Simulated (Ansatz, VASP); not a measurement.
P: VASP beside Ansatz

```xyz
8
Lattice="3.2962 0.0000 0.0000 0.0000 4.4392 0.0000 0.0000 0.0000 21.7462" Properties=species:S:1:pos:R:3 pbc="T T T"
P     1.6481    4.0729    4.5000
P     0.0000    2.5858    4.5000
P     1.6481    0.3663    6.6231
P     0.0000    1.8533    6.6231
P     2.8842    2.0309   10.7831
P     1.2361    0.5439   10.7831
P     2.8842   -1.6757   12.9062
P     1.2361   -0.1886   12.9062
```

Alike in both runs: task single point; functional PBE; dispersion D3(BJ); k mesh 8 × 6 × 1; occupations gaussian, width 0.05 eV; no spin polarisation.

```csv
,VASP,Ansatz
version,VASP 6.6.1,Ansatz 0.2.0
potentials or method,"VASP PAW PBE potentials, release 64 (P), cutoff 520 eV","scalar-relativistic, plane waves, PAW"
valence electrons in the cell,40,40
```

VASP gave:

- gap on the k mesh at the Fermi level (eV): 0.35
- least direct gap on the mesh (eV): 0.35
- rms of the force components (eV/Å): 0.027

Problem. What did Ansatz give for the same quantities?

Solution. gap on the k mesh at the Fermi level (eV): 0.34; least direct gap on the mesh (eV): 0.34; rms of the force components (eV/Å): 0.025.

Atom by atom the forces differ by 0.030 eV/Å (rms over components).
